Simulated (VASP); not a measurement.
# TiSi3W (P6/mmm) in VASP: single point with PBE

Aim: the single point of TiSi3W with PBE.

Program: VASP 6.6.1. These are calculated values, not measurements. Logs are shortened: lines on timing, memory, paths and dates and some standing lists are left out, and cuts for length are marked.

## 1. The cell of the first run

It takes space group P6/mmm (No. 191, hexagonal). The conventional cell has a = 4.967 Å, b = 4.967 Å, c = 4.668 Å, α = 90.00°, β = 90.00°, γ = 120.00°. Ti (site symmetry 6/mmm) has 2 W at 2.33 Å and 6 Si at 2.48 Å within 3.1 Å. Si (site symmetry mmm) has 2 Ti at 2.48 Å and 4 Si at 2.48 Å and 4 W at 3.41 Å within 3.5 Å. Within 3.1 Å of W (site symmetry 6/mmm) lie 2 Ti at 2.33 Å.

## 2. Single point, PBE

Contents of POSCAR:

```
TiSi3W
1.0
    4.9666685513      0.0000000000      0.0000000000
   -2.4833342756      4.3012611377      0.0000000000
    0.0000000000      0.0000000000      4.6684579631
Ti Si W
1 3 1
Direct
    0.0000000000      0.0000000000      0.5000000000
    0.5000000000      0.0000000000      0.5000000000
    0.0000000000      0.5000000000      0.5000000000
    0.5000000000      0.5000000000      0.5000000000
    0.0000000000      0.0000000000      0.0000000000
```

Contents of INCAR.step1:

```
PREC = Accurate
ENCUT = 520
EDIFF = 1E-7
ISMEAR = 0
SIGMA = 0.1
LREAL = False
LASPH = True
NELM = 100
ALGO = Normal
ISIF = 2
LWAVE = False
LCHARG = True
LMAXMIX = 4
GGA = PE
NBANDS = 27
```

Contents of KPOINTS.step1:

```
Automatic mesh
0
Gamma
  12 12 8
```

Contents of INCAR.step2:

```
PREC = Accurate
ENCUT = 520
EDIFF = 1E-7
ISMEAR = -5
SIGMA = 0.1
LREAL = False
LASPH = True
NELM = 100
ALGO = Normal
ISIF = 2
LWAVE = False
LCHARG = False
LMAXMIX = 4
GGA = PE
LORBIT = 10
NBANDS = 27
NEDOS = 1001
ICHARG = 11
```

Contents of KPOINTS.step2:

```
Automatic mesh
0
Gamma
  18 18 12
```

Potentials or basis: VASP PAW PBE potentials, release 64 (Ti_sv, Si, W_sv).

Command:

```console
cat potpaw_PBE.64/Ti_sv/POTCAR potpaw_PBE.64/Si/POTCAR potpaw_PBE.64/W_sv/POTCAR > POTCAR
cp INCAR.step1 INCAR
cp KPOINTS.step1 KPOINTS
mpirun -np 1 vasp_std > vasp.out
cp INCAR.step2 INCAR
cp KPOINTS.step2 KPOINTS
mpirun -np 1 vasp_std > vasp.out
```

OUTCAR:

```text
PREC = Accurate
   ENCUT = 520
   EDIFF = 1E-7
   ISMEAR = -5
   LREAL = False
   LASPH = True
   NELM = 100
   ISIF = 2
   GGA = PE
   LORBIT = 10
   ICHARG = 11

 ion  position               nearest neighbor table
   1  0.000  0.000  0.500-   5 2.33   5 2.33   2 2.48   2 2.48   3 2.48   3 2.48   4 2.48   4 2.48

   2  0.500  0.000  0.500-   1 2.48   1 2.48   4 2.48   4 2.48   3 2.48   3 2.48
   3  0.000  0.500  0.500-   4 2.48   4 2.48   1 2.48   1 2.48   2 2.48   2 2.48
   4  0.500  0.500  0.500-   3 2.48   3 2.48   2 2.48   2 2.48   1 2.48   1 2.48
   5  0.000  0.000  0.000-   1 2.33   1 2.33

  LATTYP: Found a hexagonal cell.
 ALAT       =     4.9666685513
 C/A-ratio  =     0.9399576225

  Lattice vectors:

 A1 = (   4.9666685513,   0.0000000000,   0.0000000000)
 A2 = (  -2.4833342756,   4.3012611377,   0.0000000000)
 A3 = (   0.0000000000,   0.0000000000,   4.6684579631)

Analysis of symmetry for initial positions (statically):
=====================================================================
 Subroutine PRICEL returns:
 Original cell was already a primitive cell.

 Routine SETGRP: Setting up the symmetry group for a
 hexagonal supercell.

 Subroutine GETGRP returns: Found 24 space group operations
 (whereof 24 operations were pure point group operations)
 out of a pool of 24 trial point group operations.

The static configuration has the point symmetry D_6h.

Analysis of symmetry for dynamics (positions and initial velocities):
=====================================================================
 Subroutine PRICEL returns:
 Original cell was already a primitive cell.

 Routine SETGRP: Setting up the symmetry group for a
 hexagonal supercell.

 Subroutine GETGRP returns: Found 24 space group operations
 (whereof 24 operations were pure point group operations)
 out of a pool of 24 trial point group operations.

The dynamic configuration has the point symmetry D_6h.

 Subroutine INISYM returns: Found 24 space group operations
 (whereof 24 operations are pure point group operations),
 and found     1 'primitive' translations

----------------------------------------------------------------------------------------

                                     Primitive cell

  volume of cell :      99.7320

  direct lattice vectors                    reciprocal lattice vectors
     4.966668551  0.000000000  0.000000000     0.201342205  0.116244977  0.000000000
    -2.483334276  4.301261138  0.000000000     0.000000000  0.232489953  0.000000000
     0.000000000  0.000000000  4.668457963     0.000000000  0.000000000  0.214203492

  length of vectors
     4.966668551  4.966668551  4.668457963     0.232489953  0.232489953  0.214203492

  position of ions in fractional coordinates (direct lattice)
     0.000000000  0.000000000  0.500000000
     0.500000000  0.000000000  0.500000000
     0.000000000  0.500000000  0.500000000
     0.500000000  0.500000000  0.500000000
     0.000000000  0.000000000  0.000000000

  ion indices of the primitive-cell ions
   primitive index   ion index
                 1           1
                 2           2
                 3           3
                 4           4
                 5           5

----------------------------------------------------------------------------------------

 KPOINTS: Automatic mesh

Automatic generation of k-mesh.
 Grid dimensions read from file:
 generate k-points for:   18   18   12

 Generating k-lattice:

  Cartesian coordinates                     Fractional coordinates (reciprocal lattice)
     0.011185678  0.006458054  0.000000000     0.055555556  0.000000000  0.000000000
     0.000000000  0.012916109  0.000000000     0.000000000  0.055555556  0.000000000
     0.000000000  0.000000000  0.017850291     0.000000000  0.000000000  0.083333333

  Length of vectors
     0.012916109  0.012916109  0.017850291

  Shift w.r.t. Gamma in fractional coordinates (k-lattice)
     0.000000000  0.000000000  0.000000000

 TETIRR: Found   3954 inequivalent tetrahedra from    23328

 Subroutine IBZKPT returns following result:
 ===========================================

 Found    259 irreducible k-points:

 Following reciprocal coordinates:
            Coordinates               Weight
  0.000000  0.000000  0.000000      1.000000
  0.055556  0.000000  0.000000      6.000000
  0.111111  0.000000  0.000000      6.000000
  0.166667 -0.000000  0.000000      6.000000
  0.222222  0.000000  0.000000      6.000000
  0.277778  0.000000  0.000000      6.000000
[... 16 lines left out ...]
  0.333333  0.111111  0.000000     12.000000
  0.388889  0.111111  0.000000     12.000000
 [... further k-points ...]
   k-points           NKPTS =    259   k-points in BZ     NKDIM =    259   number of bands    NBANDS=     27
   number of dos      NEDOS =   1001   number of ions     NIONS =      5
   total plane-waves  NPLWV =  57600
   dimension x,y,z NGX =    40 NGY =   40 NGZ =   36
   dimension x,y,z NGXF=    80 NGYF=   80 NGZF=   72
   ions per type =               1   3   1
   NGX,Y,Z   is equivalent  to a cutoff of  13.39, 13.39, 12.82 a.u.
   NGXF,Y,Z  is equivalent  to a cutoff of  26.78, 26.78, 25.64 a.u.
 SYSTEM =  unknown system
   PREC   = accura    normal or accurate (medium, high low for compatibility)
   ISTART =      0    job   : 0-new  1-cont  2-samecut
   ICHARG =     11    charge: 1-file 2-atom 10-const
   ISPIN  =      1    spin polarized calculation?
   LNONCOLLINEAR =      F non collinear calculations
   LSORBIT =      F    spin-orbit coupling
   LASPH  =      T    aspherical Exc in radial PAW
   ENCUT  =  520.0 eV  38.22 Ry    6.18 a.u.   9.23  9.23  8.68*2*pi/ulx,y,z
   NELM   =    100;   NELMIN=  2; NELMDL=  0     # of ELM steps
   EDIFF  = 0.1E-06   stopping-criterion for ELM
   LREAL  =      F    real-space projection
   EDIFFG = 0.1E-05   stopping-criterion for IOM
   NSW    =      0    number of steps for IOM
   IBRION =     -1    ionic relax: 0-MD 1-quasi-New 2-CG
   NFREE  =      0    steps in history (QN), initial steepest desc. (CG)
   ISIF   =      2    stress and relaxation
   ISYM   =      2    0-nonsym 1-usesym 2-fastsym
   POTIM  = 0.5000    time-step for ionic-motion
   TEBEG  =    0.0;   TEEND  =   0.0 temperature during run
   PSTRESS=    0.0 pullay stress
   NELECT =      38.0000    total number of electrons
   NUPDOWN=      -1.0000    fix difference up-down
   EMIN   =  10.00;   EMAX   =-10.00  energy-range for DOS
   EFERMI =   0.00;   METHOD = LEGACY
   ISMEAR =    -5;   SIGMA  =   0.10  broadening in eV -4-tet -1-fermi 0-gaus
   EFERMI_NEDOS =   21; number of points for ismear=-14 and -15
   IALGO  =     38    algorithm
   IMIX   =      4    mixing-type and parameters
     AMIX     =   0.40;   BMIX     =  1.00
     AMIX_MAG =   1.60;   BMIX_MAG =  1.00
  volume/ion in A,a.u.               =      19.95       134.60
  Fermi-wavevector in a.u.,A,eV,Ry     =   1.186837  2.242797 19.164935  1.408583
  Thomas-Fermi vector in A             =   2.323002
   LORBIT       =     10    0 simple, 1 ext, 2 COOP (PROOUT), +10 PAW based schemes
   GGA     = PE    functional components
   LHFCALC =     F    Hartree Fock is set to
   AEXX    =    0.0000 exact exchange contribution
   IVDW    =     0    specifies the selected vdW correction
   LEPSILON=     F    determine dielectric tensor
   LRPA    =     F    only Hartree local field effects (RPA)
 non-spin polarized calculation
 Fermi weights with tetrahedron method with Bloechl corrections
  energy-cutoff  :      520.00
  volume of cell :       99.73
 maximum number of plane-waves:      2705
 NGX is ok and might be reduce to    40

 number of electron      38.0000006 magnetization

 Free energy of the ion-electron system (eV)
  ---------------------------------------------------
  ext. energy  EPLUGINS =         0.00000000
  ---------------------------------------------------
  free energy    TOTEN  =       -31.42705027 eV

  energy without entropy =      -31.42705027  energy(sigma->0) =      -31.42705027

 E-fermi :   6.6427     XC(G=0): -10.1852

 val. band max:        6.7410903018   @ k =   0.3889   0.2222   0.0833
 cond. band min:       6.5665990061   @ k =   0.3333   0.3333   0.0833
 fundamental gap:     -0.1744912957
 Fermi energy:         6.6427302410

 k-point     1 :       0.0000    0.0000    0.0000
  band No.  band energies     occupation
      1     -67.5511      2.00000
      2     -49.3583      2.00000
      3     -32.0147      2.00000
      4     -31.7664      2.00000
      5     -31.7664      2.00000
      6     -25.7968      2.00000
[... 19 lines left out ...]
     26       9.6162      0.00000
     27      11.1179      0.00000

 k-point     2 :       0.0556    0.0000    0.0000
  band No.  band energies     occupation
      1     -67.5512      2.00000
      2     -49.3583      2.00000
      3     -32.0147      2.00000
      4     -31.7665      2.00000
      5     -31.7664      2.00000
      6     -25.7970      2.00000
[... 19 lines left out ...]
     26       9.6463      0.00000
     27      11.1193      0.00000

 k-point     3 :       0.1111    0.0000    0.0000
  band No.  band energies     occupation
      1     -67.5511      2.00000
      2     -49.3583      2.00000
      3     -32.0147      2.00000
      4     -31.7665      2.00000
      5     -31.7665      2.00000
      6     -25.7975      2.00000
[... 594 lines left out ...]
      1     -67.5511      2.00000
      2     -49.3581      2.00000
      3     -32.0146      2.00000
      4     -31.7671      2.00000
      5     -31.7667      2.00000
      6     -25.8019      2.00000
[... 19 lines left out ...]
     26       9.7863      0.00000
     27      11.1471      0.00000

 k-point    24 :       0.3889    0.1111    0.0000
  band No.  band energies     occupation
      1     -67.5511      2.00000
      2     -49.3581      2.00000
      3     -32.0146      2.00000
      4     -31.7672      2.00000
      5     -31.7667      2.00000
      6     -25.8024      2.00000
[... 19 lines left out ...]
     26       9.4496      0.00000
     27      11.1347      0.00000

 [... further k-points ...]

------------------------ aborting loop because EDIFF is reached ----------------------------------------

  FORCE on cell =-STRESS in cart. coord.  units (eV):
  Direction    XX          YY          ZZ          XY          YZ          ZX
  --------------------------------------------------------------------------------------
  -------------------------------------------------------------------------------------
  Total        0.6247070      0.6247070     -0.0008332      0.0000000     -0.0000000      0.0000000
  in kB       10.0358116     10.0358116     -0.0133850      0.0000000     -0.0000000      0.0000000
  external PRESSURE =       6.6860794 kB  Pullay stress =       0.0000000 kB

 VOLUME and BASIS-vectors are now :
 -----------------------------------------------------------------------------
  energy-cutoff  :      520.00
  volume of cell :       99.73
      direct lattice vectors                 reciprocal lattice vectors
     4.966668551  0.000000000  0.000000000     0.201342205  0.116244977  0.000000000
    -2.483334276  4.301261138  0.000000000     0.000000000  0.232489953  0.000000000
     0.000000000  0.000000000  4.668457963     0.000000000  0.000000000  0.214203492

 POSITION                                       TOTAL-FORCE (eV/Angst)
 -----------------------------------------------------------------------------------
      0.00000      0.00000      2.33423         0.000000      0.000000      0.000000
      2.48333      0.00000      2.33423        -0.000000      0.000000      0.000000
     -1.24167      2.15063      2.33423         0.000000      0.000000      0.000000
      1.24167      2.15063      2.33423         0.000000      0.000000      0.000000
      0.00000      0.00000      0.00000         0.000000      0.000000      0.000000
 -----------------------------------------------------------------------------------
    total drift:                               -0.000000     -0.000000     -0.000000

  FREE ENERGIE OF THE ION-ELECTRON SYSTEM (eV)
  ---------------------------------------------------
  free  energy   TOTEN  =       -31.4270502732 eV

  energy  without entropy=      -31.4270502732  energy(sigma->0) =      -31.42705027

 total charge

# of ion       s       p       d       tot
------------------------------------------
    1        2.234   6.213   2.440  10.888
    2        0.773   0.823   0.000   1.597
    3        0.773   0.823   0.000   1.597
    4        0.773   0.823   0.000   1.597
    5        2.417   6.062   3.400  11.878
--------------------------------------------------
tot          6.970  14.745   5.840  27.556
```

It took 9.5 min on 1 thread of AMD EPYC 7R13 (Zen 3), shared host; peak memory 0.71 GiB.

Results:

- Valence electrons inside the program's atomic spheres: Ti 10.89; Si 1.60; W 11.88

Levels at points of the mesh, in eV from the Fermi level:
```tsv
k point	band 16	band 17	band 18	band 19	band 20	band 21	band 22	band 23
(0.00, 0.00, 0.00)	-3.15	-2.65	-2.65	-1.44	0.38	0.38	1.75	2.54
(0.50, 0.00, 0.00)	-2.57	-0.89	-0.56	0.47	0.79	0.80	1.13	1.16
(0.00, 0.00, 0.50)	-1.01	-1.01	-0.29	-0.29	0.18	1.04	1.04	1.28
(0.50, 0.00, 0.50)	-1.20	-0.64	-0.53	0.09	0.11	0.37	0.86	1.43
```

Caveat: spin-orbit coupling is left out, which moves the levels of the heavy elements.
